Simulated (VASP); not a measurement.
Write the native input for VASP 6.6.1 that does the following.

| Item | Value |
| --- | --- |
| Task | single point |
| Functional | LDA |
| Potentials or basis | VASP PAW LDA potentials, release 64 (Pd) |
| Cutoff | 520 eV |
| k mesh | 12 × 12 × 12 |
| Occupations | fermi-dirac, width 0.05 eV |
| Spin | collinear spin |
| Starting moments | [0.5, -0.5] μB |
| Dipole correction | no |
| Further INCAR settings | ALGO = Normal; EDIFF = 1e-07; NBANDS = 21 |

The structure of Pd lies in POSCAR:

```
Pd
1.0
    2.9264343473      0.0000000000      0.0000000000
    0.0000000000      2.9264343473      0.0000000000
    0.0000000000      0.0000000000      2.9264343473
Pd
2
Direct
    0.0000000000      0.0000000000      0.0000000000
    0.5000000000      0.5000000000      0.5000000000
```

This isn't the form of Pd at room conditions, which is fcc.

The input as run:

INCAR

```
SYSTEM = Pd
ALGO = Normal ; EDIFF = 1E-7
ENCUT = 520 ; GGA = CA
ISIF = 2 ; ISMEAR = -1
ISPIN = 2 ; LASPH = .TRUE.
LCHARG = .FALSE. ; LMAXMIX = 4
LORBIT = 11 ; LREAL = .FALSE.
LWAVE = .FALSE. ; MAGMOM = 0.5 -0.5
NBANDS = 21 ; NELM = 150
PREC = Accurate ; SIGMA = 0.05
```

KPOINTS

```
k-points
0
G
  12 12 12
  0 0 0
```

Potentials or basis: VASP PAW LDA potentials, release 64 (Pd).

Run with:

```console
$ cat potpaw_LDA.64/Pd/POTCAR > POTCAR
$ mpirun -np 1 vasp_std > vasp.out
```

It gave:

```json
{"Pressure": "40.6 GPa", "Band gap on the k mesh": "zero (filled and empty bands overlap)", "Net moment": "0.00 μB per cell", "Valence electrons inside the program's atomic spheres": "Pd 9.87"}
```

Caveat: the cell stands under pressure.

It took 28 s on 1 thread of Intel(R) Xeon(R) 6975P-C (Granite Rapids), with other jobs on the host, peak memory 0.17 GiB.
